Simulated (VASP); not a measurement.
# TiCo (Pm-3m) in VASP: notebook, part 2 of 2

VASP 6.6.1. Earlier steps stand in the parts before.

## 4. Relaxation of cell and atoms, RPBE+D3(BJ), collinear spin, ferromagnetic start

This run uses another cell than the first one, of 13.31 Å³/atom.

INCAR reads:

```
SYSTEM = TiCo
PREC = Accurate
ENCUT = 600
EDIFF = 1E-6
ISMEAR = -1
SIGMA = 0.05
LREAL = .False.
LASPH = .True.
NELM = 150
ALGO = Normal
ISIF = 3
LWAVE = .False.
LCHARG = .False.
ISPIN = 2
MAGMOM = 2 1
LORBIT = 11
LMAXMIX = 4
GGA = RP
IVDW = 12
IBRION = 2
NSW = 80
EDIFFG = -0.005
```

KPOINTS reads:

```
Automatic mesh
0
Gamma
  9 9 9
  0 0 0
```

POSCAR reads:

```
TiCo
1.0
    2.9861109900      0.0000000000      0.0000000000
    0.0000000000      2.9861109900      0.0000000000
    0.0000000000      0.0000000000      2.9861109900
Co Ti
1 1
Direct
    0.5000000000      0.5000000000      0.5000000000
    0.0000000000      0.0000000000      0.0000000000
```

Potentials or basis: VASP PAW PBE potentials, release 64 (Co, Ti_sv).

Started as:

```sh
$ cat potpaw_PBE.64/Co/POTCAR potpaw_PBE.64/Ti_sv/POTCAR > POTCAR
$ mpirun -np 1 vasp_std > vasp.out
```

OUTCAR:

```text
SYSTEM = TiCo
   PREC = Accurate
   ENCUT = 600
   EDIFF = 1E-6
   ISMEAR = -1
   LREAL = .False.
   LASPH = .True.
   NELM = 150
   ISIF = 3
   ISPIN = 2
   LORBIT = 11
   GGA = RP
   IVDW = 12
   IBRION = 2
   NSW = 80
   EDIFFG = -0.005
 IVDW          = 12

 ion  position               nearest neighbor table
   1  0.500  0.500  0.500-   2 2.59   2 2.59   2 2.59   2 2.59   2 2.59   2 2.59   2 2.59   2 2.59

   2  0.000  0.000  0.000-   1 2.59   1 2.59   1 2.59   1 2.59   1 2.59   1 2.59   1 2.59   1 2.59

  LATTYP: Found a simple cubic cell.
 ALAT       =     2.9861109900

  Lattice vectors:

 A1 = (   2.9861109900,   0.0000000000,   0.0000000000)
 A2 = (   0.0000000000,   2.9861109900,   0.0000000000)
 A3 = (   0.0000000000,   0.0000000000,   2.9861109900)

Analysis of symmetry for initial positions (statically):
=====================================================================
 Subroutine PRICEL returns:
 Original cell was already a primitive cell.

 Routine SETGRP: Setting up the symmetry group for a
 simple cubic supercell.

 Subroutine GETGRP returns: Found 48 space group operations
 (whereof 48 operations were pure point group operations)
 out of a pool of 48 trial point group operations.

The static configuration has the point symmetry O_h .

Analysis of symmetry for dynamics (positions and initial velocities):
=====================================================================
 Subroutine PRICEL returns:
 Original cell was already a primitive cell.

 Routine SETGRP: Setting up the symmetry group for a
 simple cubic supercell.

 Subroutine GETGRP returns: Found 48 space group operations
 (whereof 48 operations were pure point group operations)
 out of a pool of 48 trial point group operations.

The dynamic configuration has the point symmetry O_h .

Analysis of structural, dynamic, and magnetic symmetry:
=====================================================================
 Subroutine PRICEL returns:
 Original cell was already a primitive cell.

 Routine SETGRP: Setting up the symmetry group for a
 simple cubic supercell.

 Subroutine GETGRP returns: Found 48 space group operations
 (whereof 48 operations were pure point group operations)
 out of a pool of 48 trial point group operations.

The overall configuration has the point symmetry O_h .

 Subroutine INISYM returns: Found 48 space group operations
 (whereof 48 operations are pure point group operations),
 and found     1 'primitive' translations

----------------------------------------------------------------------------------------

                                     Primitive cell

  volume of cell :      26.6267

  direct lattice vectors                    reciprocal lattice vectors
     2.986110990  0.000000000  0.000000000     0.334883735  0.000000000  0.000000000
     0.000000000  2.986110990  0.000000000     0.000000000  0.334883735  0.000000000
     0.000000000  0.000000000  2.986110990     0.000000000  0.000000000  0.334883735

  length of vectors
     2.986110990  2.986110990  2.986110990     0.334883735  0.334883735  0.334883735

  position of ions in fractional coordinates (direct lattice)
     0.500000000  0.500000000  0.500000000
     0.000000000  0.000000000  0.000000000

  ion indices of the primitive-cell ions
   primitive index   ion index
                 1           1
                 2           2

[... 32 lines left out ...]
  0.444444  0.000000  0.000000      6.000000
  0.111111  0.111111  0.000000     12.000000
[... 16 lines left out ...]
  0.333333  0.333333  0.111111     24.000000
  0.444444  0.333333  0.111111     48.000000
 [... further k-points ...]
   k-points           NKPTS =     35   k-points in BZ     NKDIM =     35   number of bands    NBANDS=     16
   number of dos      NEDOS =    301   number of ions     NIONS =      2
   total plane-waves  NPLWV =  13824
   dimension x,y,z NGX =    24 NGY =   24 NGZ =   24
   dimension x,y,z NGXF=    48 NGYF=   48 NGZF=   48
   ions per type =               1   1
   NGX,Y,Z   is equivalent  to a cutoff of  13.36, 13.36, 13.36 a.u.
   NGXF,Y,Z  is equivalent  to a cutoff of  26.72, 26.72, 26.72 a.u.
 SYSTEM =  TiCo
   PREC   = accura    normal or accurate (medium, high low for compatibility)
   ISTART =      0    job   : 0-new  1-cont  2-samecut
   ICHARG =      2    charge: 1-file 2-atom 10-const
   ISPIN  =      2    spin polarized calculation?
   LNONCOLLINEAR =      F non collinear calculations
   LSORBIT =      F    spin-orbit coupling
   LASPH  =      T    aspherical Exc in radial PAW
   ENCUT  =  600.0 eV  44.10 Ry    6.64 a.u.   5.96  5.96  5.96*2*pi/ulx,y,z
   NELM   =    150;   NELMIN=  2; NELMDL= -5     # of ELM steps
   EDIFF  = 0.1E-05   stopping-criterion for ELM
   LREAL  =      F    real-space projection
   EDIFFG = -.5E-02   stopping-criterion for IOM
   NSW    =     80    number of steps for IOM
   IBRION =      2    ionic relax: 0-MD 1-quasi-New 2-CG
   NFREE  =      1    steps in history (QN), initial steepest desc. (CG)
   ISIF   =      3    stress and relaxation
   ISYM   =      2    0-nonsym 1-usesym 2-fastsym
   POTIM  = 0.5000    time-step for ionic-motion
   TEBEG  =    0.0;   TEEND  =   0.0 temperature during run
   PSTRESS=    0.0 pullay stress
   NELECT =      21.0000    total number of electrons
   NUPDOWN=      -1.0000    fix difference up-down
   EMIN   =  10.00;   EMAX   =-10.00  energy-range for DOS
   EFERMI =   0.00;   METHOD = LEGACY
   ISMEAR =    -1;   SIGMA  =   0.05  broadening in eV -4-tet -1-fermi 0-gaus
   EFERMI_NEDOS =   21; number of points for ismear=-14 and -15
   IALGO  =     38    algorithm
   IMIX   =      4    mixing-type and parameters
     AMIX     =   0.40;   BMIX     =  1.00
     AMIX_MAG =   1.60;   BMIX_MAG =  1.00
  volume/ion in A,a.u.               =      13.31        89.84
  Fermi-wavevector in a.u.,A,eV,Ry     =   1.512546  2.858298 31.127355  2.287796
  Thomas-Fermi vector in A             =   2.622456
   LORBIT       =     11    0 simple, 1 ext, 2 COOP (PROOUT), +10 PAW based schemes
   GGA     = RP    functional components
   LHFCALC =     F    Hartree Fock is set to
   AEXX    =    0.0000 exact exchange contribution
   IVDW    =    12    specifies the selected vdW correction
   LEPSILON=     F    determine dielectric tensor
   LRPA    =     F    only Hartree local field effects (RPA)
 conjugate gradient relaxation of ions
 spin polarized calculation
  energy-cutoff  :      600.00
  volume of cell :       26.63
 maximum number of plane-waves:       905
 NGX is ok and might be reduce to    24
   NGX = 11   NGY = 11   NGZ = 11

--------------------------------------- Ionic step        1  -------------------------------------------

 number of electron      20.9999983 magnetization       0.8289480

 Free energy of the ion-electron system (eV)
  ---------------------------------------------------
  ext. energy  EPLUGINS =         0.00000000
  ---------------------------------------------------
  free energy    TOTEN  =       -14.72321360 eV

  energy without entropy =      -14.70652273  energy(sigma->0) =      -14.71486816

------------------------ aborting loop because EDIFF is reached ----------------------------------------

 Edisp (eV)   -6.00234

 E8    (eV) :    -4.0772
[... 155 lines left out ...]
--------------------------------------- Ionic step        5  -------------------------------------------

 number of electron      20.9999998 magnetization       0.0010939

 Free energy of the ion-electron system (eV)
  ---------------------------------------------------
  ext. energy  EPLUGINS =         0.00000000
  ---------------------------------------------------
  free energy    TOTEN  =       -13.99324203 eV

  energy without entropy =      -13.96902154  energy(sigma->0) =      -13.98113179

 E-fermi :  12.8441     XC(G=0): -13.5587

 val. band max:       12.8429373144   @ k =   0.4444   0.3333   0.3333
 cond. band min:      12.8470018114   @ k =   0.4444   0.3333   0.1111
 fundamental gap:      0.0040644971
 Fermi energy:        12.8441060842

 spin component 1

 k-point     1 :       0.0000    0.0000    0.0000
  band No.  band energies     occupation
      1     -44.2006      1.00000
      2     -20.1371      1.00000
      3     -20.1371      1.00000
      4     -20.1371      1.00000
      5       4.3619      1.00000
      6       7.8876      1.00000
[... 435 lines left out ...]
      5       7.9206      1.00000
      6       8.5979      1.00000
[... 8 lines left out ...]
     15      16.3649      0.00000
     16      18.0769      0.00000

 [... further k-points ...]

 spin component 2

 k-point     1 :       0.0000    0.0000    0.0000
  band No.  band energies     occupation
      1     -44.2005      1.00000
      2     -20.1369      1.00000
      3     -20.1369      1.00000
      4     -20.1369      1.00000
      5       4.3620      1.00000
      6       7.8883      1.00000
[... 480 lines left out ...]
  FREE ENERGIE OF THE ION-ELECTRON SYSTEM (eV)
  ---------------------------------------------------
  free  energy   TOTEN  =       -21.2992306282 eV

  energy  without entropy=      -21.2750101343  energy(sigma->0) =      -21.28712038

 reached required accuracy - stopping structural energy minimisation

 total charge

# of ion       s       p       d       tot
------------------------------------------
    1        0.609   0.583   7.490   8.683
    2        2.299   6.252   2.070  10.621
--------------------------------------------------
tot          2.908   6.835   9.560  19.303

 magnetization (x)

# of ion       s       p       d       tot
------------------------------------------
    1        0.000   0.000   0.001   0.001
    2        0.000  -0.000   0.000   0.000
--------------------------------------------------
tot          0.000   0.000   0.001   0.001
```

Wall time 64 s (1 thread of Intel Xeon 6975P-C (Granite Rapids), shared host); peak memory 0.18 GiB.

Results:

```
Free energy                                           : -21.2992 eV
Relaxed volume                                        : 10.93 Å³/atom
Relaxed cell                                          : a = 2.796 Å, b = 2.796 Å, c = 2.796 Å, α = 90.00°, β = 90.00°, γ = 90.00°
Space group after relaxing (to 0.1 Å)                 : Pm-3m (No. 221)
Energy gained by relaxing                             : 286.8 meV/atom
Ionic steps                                           : 5
Pressure after relaxing                               : 0.0 GPa
Net moment                                            : 0.00 μB per cell
Valence electrons inside the program's atomic spheres : Co 8.68; Ti 10.62
Dispersion energy per atom                            : -3.653 eV
```

The path:
```
step  energy change (eV)  largest force (eV/Å)  pressure (GPa)  volume (Å³)
   1              0.0000                0.0000          -33.93        26.63
   2              0.6564                0.0000          101.47        17.17
   3             -0.5695                0.0000           -3.85        22.21
   4             -0.5735                0.0000           -0.98        21.95
   5             -0.5737                0.0000            0.00        21.87
```

Final structure:
```xyz
2
Lattice="2.7963 0.0000 0.0000 0.0000 2.7963 0.0000 0.0000 0.0000 2.7963" Properties=species:S:1:pos:R:3 pbc="T T T"
Co    1.3982    1.3982    1.3982
Ti    0.0000    0.0000    0.0000
```

Caveat: the volume moved by over 15 % at a fixed basis, so the end points are rough; the PAW data sets were made with another functional, which shifts forces and pressure a little.

## 5. Relaxation of cell and atoms, PBE, collinear spin, ferromagnetic start

This run uses another cell than the first one, of 13.31 Å³/atom.

INCAR reads:

```
PREC = Accurate ; ENCUT = 600
EDIFF = 1E-7 ; ISMEAR = -1
SIGMA = 0.05 ; LREAL = False
LASPH = True ; NELM = 150
ALGO = Normal ; ISIF = 3
LWAVE = False ; LCHARG = False
ISPIN = 2 ; MAGMOM = 2 1
LORBIT = 11 ; LMAXMIX = 4
GGA = PE ; IBRION = 2
NSW = 80 ; EDIFFG = -0.01
```

KPOINTS reads:

```
Automatic mesh
0
Gamma
  9 9 9
```

POSCAR is that of step 4.

Started as:

```sh
$ cat potpaw_PBE.64/Co/POTCAR potpaw_PBE.64/Ti_sv/POTCAR > POTCAR
$ mpirun -np 1 vasp_std > vasp.out
```

It took 39 s on 1 thread of Intel Xeon 6975P-C (Granite Rapids), shared host; peak memory 0.17 GiB.

It converged, with:

```
Free energy                                           : -15.6836 eV
Relaxed volume                                        : 13.22 Å³/atom
Relaxed cell                                          : a = 2.979 Å, b = 2.979 Å, c = 2.979 Å, α = 90.00°, β = 90.00°, γ = 90.00°
Space group after relaxing (to 0.1 Å)                 : Pm-3m (No. 221)
Energy gained by relaxing                             : 0.3 meV/atom
Ionic steps                                           : 3
Pressure after relaxing                               : 0.0 GPa
Net moment                                            : 0.78 μB per cell
Site moments                                          : Co +0.86; Ti -0.03 μB
Valence electrons inside the program's atomic spheres : Co 8.30; Ti 10.30
```

The path:
| step | energy change (eV) | largest force (eV/Å) | pressure (GPa) | volume (Å³) |
| --- | --- | --- | --- | --- |
| 1 | 0.0000 | 0.0000 | -1.15 | 26.63 |
| 2 | -0.0001 | 0.0000 | 1.10 | 26.26 |
| 3 | -0.0007 | 0.0000 | 0.00 | 26.44 |

Final structure:
```cif
data_structure
_symmetry_space_group_name_H-M 'P 1'
_symmetry_Int_Tables_number 1
_cell_length_a 2.9790
_cell_length_b 2.9790
_cell_length_c 2.9790
_cell_angle_alpha 90.000
_cell_angle_beta 90.000
_cell_angle_gamma 90.000
_cell_volume 26.44
loop_
_atom_site_label
_atom_site_type_symbol
_atom_site_fract_x
_atom_site_fract_y
_atom_site_fract_z
_atom_site_occupancy
Co1 Co 0.50000 0.50000 0.50000 1
Ti1 Ti 0.00000 0.00000 0.00000 1
```

Levels at points of the mesh, in eV from the Fermi level:
Spin up:
| k point | band 9 | band 10 | band 11 | band 12 | band 13 | band 14 |
| --- | --- | --- | --- | --- | --- | --- |
| (0.00, 0.00, 0.00) | -1.87 | -1.87 | 0.48 | 0.48 | 2.67 | 2.67 |
Spin down:
```
           k point  band 7  band 8  band 9  band 10  band 11  band 12  band 13  band 14
(0.00, 0.00, 0.00)   -3.59   -1.37   -1.37    -1.37     0.99     0.99     2.76     2.76
```

## 6. Single point, PBEsol, collinear spin, ferromagnetic start

This run uses another cell than the first one, of 11.21 Å³/atom.

INCAR reads:

```
PREC = Accurate
ENCUT = 520
EDIFF = 1E-6
ISMEAR = -1
SIGMA = 0.05
LREAL = False
LASPH = True
NELM = 150
ALGO = Normal
ISIF = 2
LWAVE = False
LCHARG = True
ISPIN = 2
MAGMOM = 2 1
LORBIT = 11
LMAXMIX = 4
GGA = PS
LELF = True
LVHAR = True
NBANDS = 22
```

KPOINTS is that of step 5.

POSCAR reads:

```
TiCo
1.0
    2.8199163392      0.0000000000      0.0000000000
    0.0000000000      2.8199163392      0.0000000000
    0.0000000000      0.0000000000      2.8199163392
Co Ti
1 1
Direct
    0.5000000000      0.5000000000      0.5000000000
    0.0000000000      0.0000000000      0.0000000000
```

Potentials or basis: VASP PAW PBE potentials, release 64 (Co, Ti_sv).

Started as:

```sh
$ cat potpaw_PBE.64/Co/POTCAR potpaw_PBE.64/Ti_sv/POTCAR > POTCAR
$ mpirun -np 1 vasp_std > vasp.out
```

It took 21 s on 1 thread of Intel Xeon Platinum 8488C (Sapphire Rapids), shared host; peak memory 0.17 GiB.

The run converged. Its results:

- Free energy: -16.6821 eV
- Pressure: 29.1 GPa
- Net moment: 0.44 μB per cell
- Site moments: Co +0.42; Ti +0.02 μB
- Valence electrons inside the program's atomic spheres: Co 8.62; Ti 10.58

Levels at points of the mesh, in eV from the Fermi level:
Spin up:
```csv
k point,band 8,band 9,band 10,band 11,band 12,band 13
"(0.00, 0.00, 0.00)",-1.99,-1.99,-1.99,0.76,0.76,3.33
```
Spin down:
```csv
k point,band 7,band 8,band 9,band 10,band 11,band 12,band 13,band 14
"(0.00, 0.00, 0.00)",-4.69,-1.73,-1.73,-1.73,1.03,1.03,3.41,3.41
```

Caveat: the cell stands under pressure; the PAW data sets were made with another functional, which shifts forces and pressure a little.

## 7. Overview

| task | level | cell | cutoff (eV) | gap on the mesh (eV) | pressure (GPa) | moment (μB) | relaxed volume (Å³/atom) |
| --- | --- | --- | --- | --- | --- | --- | --- |
| single point | PBE | a = 2.983 Å, 2 atoms | 520 | none | -0.7 | 0.79 | - |
| relaxation of cell and atoms | BLYP+D3(BJ) | relaxed from a = 2.986 Å, 2 atoms | 600 | none | -0.1 | 0.59 | 12.41 |
| relaxation of cell and atoms | PBE | relaxed from a = 2.986 Å, 2 atoms | 600 | none | 0.0 | 0.78 | 13.22 |
| single point | PBEsol | a = 2.820 Å, 2 atoms | 520 | none | 29.1 | 0.44 | - |

Alike in all rows: potentials or basis VASP PAW PBE potentials, release 64 (Co, Ti_sv); spin collinear, ferromagnetic start; k mesh 9 × 9 × 9; smearing fermi-dirac 0.05 eV.

Caveats: the PAW data sets were made with another functional, which shifts forces and pressure a little (at least some runs); the cell stands under pressure (at least some runs).

Total energies depend on the potentials used, so only differences within one code and one set of settings carry meaning.
